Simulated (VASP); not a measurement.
# Be2C (I4/mmm) in VASP: single point with HSE06

Aim: the single point of Be2C with HSE06.

Program: VASP 6.6.1. These are calculated values, not measurements. Logs are shortened: lines on timing, memory, paths and dates and some standing lists are left out, and cuts for length are marked.

## (1) The cell of the first run

Symmetry: I4/mmm, No. 139, tetragonal system. The conventional cell has a = 3.055 Å, b = 3.055 Å, c = 4.299 Å, α = 90.00°, β = 90.00°, γ = 90.00°. Within 2.5 Å of C (site symmetry 4/mmm) lie 8 Be at 1.87 Å. Within 2.5 Å of Be (site symmetry -4m2) lie 4 C at 1.87 Å and 6 Be at 2.15 to 2.16 Å.

## (2) Single point, HSE06 (uniaxial z strain -0.5%)

File POSCAR:

```
Be2C
1.0
    0.0000000000      2.1604856385      2.1496832103
    2.1604856385      0.0000000000      2.1496832103
    2.1604856385      2.1604856385      0.0000000000
C Be
1 2
Direct
    0.0000000000      0.0000000000      0.0000000000
    0.2500000000      0.2500000000      0.2500000000
    0.7500000000      0.7500000000      0.7500000000
```

File INCAR.step1:

```
SYSTEM = Be2C
PREC = Accurate
ENCUT = 520
EDIFF = 1E-5
ISMEAR = 0
SIGMA = 0.01
LREAL = .FALSE.
LASPH = .TRUE.
NELM = 120
ALGO = Normal
ISIF = 2
LWAVE = .TRUE.
LCHARG = .FALSE.
GGA = PE
NBANDS = 11
GGA_COMPAT = .FALSE.
```

File INCAR.step2:

```
SYSTEM = Be2C
PREC = Accurate
ENCUT = 520
EDIFF = 1E-6
ISMEAR = 0
SIGMA = 0.01
LREAL = .FALSE.
LASPH = .TRUE.
NELM = 120
ALGO = Normal
ISIF = 2
LWAVE = .FALSE.
LCHARG = .FALSE.
GGA = PE
LHFCALC = .TRUE.
HFSCREEN = 0.2079
PRECFOCK = Normal
ISTART = 1
NBANDS = 11
GGA_COMPAT = .FALSE.
```

File KPOINTS:

```
regular mesh
0
G
  8 8 8
  0 0 0
```

Potentials or basis: VASP PAW PBE potentials, release 64 (C, Be).

Started as:

```
> cat potpaw_PBE.64/C/POTCAR potpaw_PBE.64/Be/POTCAR > POTCAR
> cp INCAR.step1 INCAR
> mpirun -np 1 vasp_std > vasp.out
> cp INCAR.step2 INCAR
> mpirun -np 1 vasp_std > vasp.out
```

OUTCAR:

```text
SYSTEM = Be2C
   PREC = Accurate
   ENCUT = 520
   EDIFF = 1E-6
   ISMEAR = 0
   LREAL = .FALSE.
   LASPH = .TRUE.
   NELM = 120
   ISIF = 2
   GGA = PE
   LHFCALC = .TRUE.
   HFSCREEN = 0.2079
   PRECFOCK = Normal
   ISTART = 1

 ion  position               nearest neighbor table
   1  0.000  0.000  0.000-   3 1.87   3 1.87   3 1.87   2 1.87   3 1.87   2 1.87   2 1.87   2 1.87

   2  0.250  0.250  0.250-   1 1.87   1 1.87   1 1.87   1 1.87   3 2.15   3 2.15   3 2.16   3 2.16
                             3 2.16   3 2.16
   3  0.750  0.750  0.750-   1 1.87   1 1.87   1 1.87   1 1.87   2 2.15   2 2.15   2 2.16   2 2.16
                             2 2.16   2 2.16

  LATTYP: Found a body centered tetragonal cell.
 ALAT       =     3.0553880913
 C/A-ratio  =     1.4071424946

  Lattice vectors:

 A1 = (   0.0000000000,  -2.1604856385,  -2.1496832103)
 A2 = (   0.0000000000,   2.1604856385,  -2.1496832103)
 A3 = (   2.1604856385,   0.0000000000,   2.1496832103)

Analysis of symmetry for initial positions (statically):
=====================================================================
 Subroutine PRICEL returns:
 Original cell was already a primitive cell.

 Routine SETGRP: Setting up the symmetry group for a
 body centered tetragonal supercell.

 Subroutine GETGRP returns: Found 16 space group operations
 (whereof 16 operations were pure point group operations)
 out of a pool of 16 trial point group operations.

The static configuration has the point symmetry D_4h.

Analysis of symmetry for dynamics (positions and initial velocities):
=====================================================================
 Subroutine PRICEL returns:
 Original cell was already a primitive cell.

 Routine SETGRP: Setting up the symmetry group for a
 body centered tetragonal supercell.

 Subroutine GETGRP returns: Found 16 space group operations
 (whereof 16 operations were pure point group operations)
 out of a pool of 16 trial point group operations.

The dynamic configuration has the point symmetry D_4h.

 Subroutine INISYM returns: Found 16 space group operations
 (whereof 16 operations are pure point group operations),
 and found     1 'primitive' translations

----------------------------------------------------------------------------------------

                                     Primitive cell

  volume of cell :      20.0681

  direct lattice vectors                    reciprocal lattice vectors
     0.000000000  2.160485638  2.149683210    -0.231429449  0.231429449  0.232592411
     2.160485638  0.000000000  2.149683210     0.231429449 -0.231429449  0.232592411
     2.160485638  2.160485638  0.000000000     0.231429449  0.231429449 -0.232592411

  length of vectors
     3.047759193  3.047759193  3.055388091     0.401520123  0.401520123  0.401520123

  position of ions in fractional coordinates (direct lattice)
     0.000000000  0.000000000  0.000000000
     0.250000000  0.250000000  0.250000000
     0.750000000  0.750000000  0.750000000

  ion indices of the primitive-cell ions
   primitive index   ion index
                 1           1
                 2           2
                 3           3

----------------------------------------------------------------------------------------

 KPOINTS: regular mesh

Automatic generation of k-mesh.
 Grid dimensions read from file:
 generate k-points for:    8    8    8

 Generating k-lattice:

  Cartesian coordinates                     Fractional coordinates (reciprocal lattice)
    -0.028928681  0.028928681  0.029074051     0.125000000  0.000000000  0.000000000
     0.028928681 -0.028928681  0.029074051     0.000000000  0.125000000  0.000000000
     0.028928681  0.028928681 -0.029074051     0.000000000  0.000000000  0.125000000

  Length of vectors
     0.050190015  0.050190015  0.050190015

  Shift w.r.t. Gamma in fractional coordinates (k-lattice)
     0.000000000  0.000000000  0.000000000

 Subroutine IBZKPT returns following result:
 ===========================================

 Found     59 irreducible k-points:

 Following reciprocal coordinates:
            Coordinates               Weight
  0.000000  0.000000  0.000000      1.000000
  0.125000 -0.000000  0.000000      8.000000
  0.250000 -0.000000  0.000000      8.000000
  0.375000  0.000000  0.000000      8.000000
  0.500000 -0.000000  0.000000      4.000000
  0.125000  0.125000  0.000000      2.000000
[... 16 lines left out ...]
  0.250000 -0.000000  0.125000     16.000000
  0.375000 -0.000000  0.125000     16.000000
 [... further k-points ...]
   k-points           NKPTS =     59   k-points in BZ     NKDIM =    512   number of bands    NBANDS=     11
   number of dos      NEDOS =    301   number of ions     NIONS =      3
   total plane-waves  NPLWV =  13824
   dimension x,y,z NGX =    24 NGY =   24 NGZ =   24
   dimension x,y,z NGXF=    48 NGYF=   48 NGZF=   48
   ions per type =               1   2
   NGX,Y,Z   is equivalent  to a cutoff of  13.09, 13.09, 13.06 a.u.
   NGXF,Y,Z  is equivalent  to a cutoff of  26.18, 26.18, 26.12 a.u.
 SYSTEM =  Be2C
   PREC   = accura    normal or accurate (medium, high low for compatibility)
   ISTART =      1    job   : 0-new  1-cont  2-samecut
   ICHARG =      0    charge: 1-file 2-atom 10-const
   ISPIN  =      1    spin polarized calculation?
   LNONCOLLINEAR =      F non collinear calculations
   LSORBIT =      F    spin-orbit coupling
   LASPH  =      T    aspherical Exc in radial PAW
   ENCUT  =  520.0 eV  38.22 Ry    6.18 a.u.   5.67  5.67  5.68*2*pi/ulx,y,z
   NELM   =    120;   NELMIN=  2; NELMDL=  0     # of ELM steps
   EDIFF  = 0.1E-05   stopping-criterion for ELM
   LREAL  =      F    real-space projection
   EDIFFG = 0.1E-04   stopping-criterion for IOM
   NSW    =      0    number of steps for IOM
   IBRION =     -1    ionic relax: 0-MD 1-quasi-New 2-CG
   NFREE  =      0    steps in history (QN), initial steepest desc. (CG)
   ISIF   =      2    stress and relaxation
   ISYM   =      3    0-nonsym 1-usesym 2-fastsym
   POTIM  = 0.5000    time-step for ionic-motion
   TEBEG  =    0.0;   TEEND  =   0.0 temperature during run
   PSTRESS=    0.0 pullay stress
   NELECT =       8.0000    total number of electrons
   NUPDOWN=      -1.0000    fix difference up-down
   EMIN   =  10.00;   EMAX   =-10.00  energy-range for DOS
   EFERMI =   0.00;   METHOD = LEGACY
   ISMEAR =     0;   SIGMA  =   0.01  broadening in eV -4-tet -1-fermi 0-gaus
   EFERMI_NEDOS =   21; number of points for ismear=-14 and -15
   IALGO  =     38    algorithm
   IMIX   =      1    mixing-type and parameters
     AMIX     =   0.40;   BMIX     =  1.00
     AMIX_MAG =   1.60;   BMIX_MAG =  1.00
  volume/ion in A,a.u.               =       6.69        45.14
  Fermi-wavevector in a.u.,A,eV,Ry     =   1.204858  2.276851 19.751333  1.451682
  Thomas-Fermi vector in A             =   2.340571
   LORBIT       =      0    0 simple, 1 ext, 2 COOP (PROOUT), +10 PAW based schemes
   GGA     = PE    functional components
   LHFCALC =     T    Hartree Fock is set to
   PRECFOCK=normal    Normal, Fast or Accurate (Low or Medium for compatibility)
   ENCUT4O =  -1.0   cutoff for four orbital integrals eV
   NKREDX  =     1    reduce k-point grid by
   NKREDY  =     1    reduce k-point grid by
   NKREDZ  =     1    reduce k-point grid by
   AEXX    =    0.2500 exact exchange contribution
   HFSCREEN=    0.2079 screening length (either q_TF or 0.3 A-1)
   HFSCREENC=   0.2079 screening length for correlation (either q_TF or 0.3 A-1)
   ENCUTFOCK=  -1.0 apply spherical cutoff to Coloumb kernel
   IVDW    =     0    specifies the selected vdW correction
   LEPSILON=     F    determine dielectric tensor
   LRPA    =     F    only Hartree local field effects (RPA)
 non-spin polarized calculation
 Gauss-broadening in eV      SIGMA  =   0.01
  energy-cutoff  :      520.00
  volume of cell :       20.07
 maximum number of plane-waves:       550
  NGX = 18; NGY = 18; NGZ = 18

 number of electron       8.0000000 magnetization

 Free energy of the ion-electron system (eV)
  ---------------------------------------------------
  ext. energy  EPLUGINS =         0.00000000
  ---------------------------------------------------
  free energy    TOTEN  =       -19.07951218 eV

  energy without entropy =      -19.07951218  energy(sigma->0) =      -19.07951218

 E-fermi :   7.4479     XC(G=0):  -9.4270

 val. band max:        7.3919120068   @ k =   0.0000   0.0000   0.0000
 cond. band min:       9.2182663877   @ k =   0.5000   0.5000   0.0000
 fundamental gap:      1.8263543810
 Fermi energy:         7.4479422687

 k-point     1 :       0.0000    0.0000    0.0000
  band No.  band energies     occupation
      1      -9.4282      2.00000
      2       7.3491      2.00000
      3       7.3491      2.00000
      4       7.3919      2.00000
      5      12.4493      0.00000
      6      12.5263      0.00000
      7      12.5263      0.00000
      8      15.4816      0.00000
      9      22.0209      0.00000
     10      22.0209      0.00000
     11      22.2295      0.00000

 k-point     2 :       0.1250   -0.0000    0.0000
  band No.  band energies     occupation
      1      -9.1520      2.00000
      2       5.3130      2.00000
      3       6.8702      2.00000
      4       6.9043      2.00000
      5      13.1684      0.00000
      6      13.2119      0.00000
      7      13.7025      0.00000
      8      16.1034      0.00000
      9      20.5143      0.00000
     10      20.6161      0.00000
     11      22.7239      0.00000
[... 295 lines left out ...]
 k-point    24 :       0.3750   -0.0000    0.1250
  band No.  band energies     occupation
      1      -7.3388      2.00000
      2       0.1672      2.00000
      3       4.5555      2.00000
      4       5.1016      2.00000
      5      13.1662      0.00000
      6      15.3753      0.00000
      7      16.1020      0.00000
      8      16.9441      0.00000
      9      20.9171      0.00000
     10      23.5258      0.00000
     11      25.8058      0.00000

 [... further k-points ...]

------------------------ aborting loop because EDIFF is reached ----------------------------------------

  FORCE on cell =-STRESS in cart. coord.  units (eV):
  Direction    XX          YY          ZZ          XY          YZ          ZX
  --------------------------------------------------------------------------------------
  -------------------------------------------------------------------------------------
  Total       -0.2319165     -0.2319165      0.1399394      0.0000000      0.0000000      0.0000000
  in kB      -18.5154822    -18.5154822     11.1723185      0.0000000      0.0000000      0.0000000
  external PRESSURE =      -8.6195486 kB  Pullay stress =       0.0000000 kB

 VOLUME and BASIS-vectors are now :
 -----------------------------------------------------------------------------
  energy-cutoff  :      520.00
  volume of cell :       20.07
      direct lattice vectors                 reciprocal lattice vectors
     0.000000000  2.160485638  2.149683210    -0.231429449  0.231429449  0.232592411
     2.160485638  0.000000000  2.149683210     0.231429449 -0.231429449  0.232592411
     2.160485638  2.160485638  0.000000000     0.231429449  0.231429449 -0.232592411

 POSITION                                       TOTAL-FORCE (eV/Angst)
 -----------------------------------------------------------------------------------
      0.00000      0.00000      0.00000         0.000000     -0.000000      0.000000
      1.08024      1.08024      1.07484         0.000000      0.000000     -0.000000
      3.24073      3.24073      3.22452        -0.000000      0.000000      0.000000
 -----------------------------------------------------------------------------------
    total drift:                               -0.000000     -0.000000     -0.000000

  FREE ENERGIE OF THE ION-ELECTRON SYSTEM (eV)
  ---------------------------------------------------
  free  energy   TOTEN  =       -19.0795121799 eV

  energy  without entropy=      -19.0795121799  energy(sigma->0) =      -19.07951218
```

Run time: 49 min. Hardware: 1 thread of AMD EPYC 7R13 (Zen 3), shared host; peak memory 0.23 GiB.

Results:

```yaml
Free_energy: -19.0795 eV
Pressure: -0.9 GPa
Band_gap_on_the_k_mesh: 1.83 eV (least direct gap 5.06 eV)
```

Caveat: the cell differs from its parent crystal (uniaxial z strain -0.5%); the structure was generated, so it needn't be the stable form of Be2C; the PAW data sets were made with another functional, which shifts forces and pressure a little.
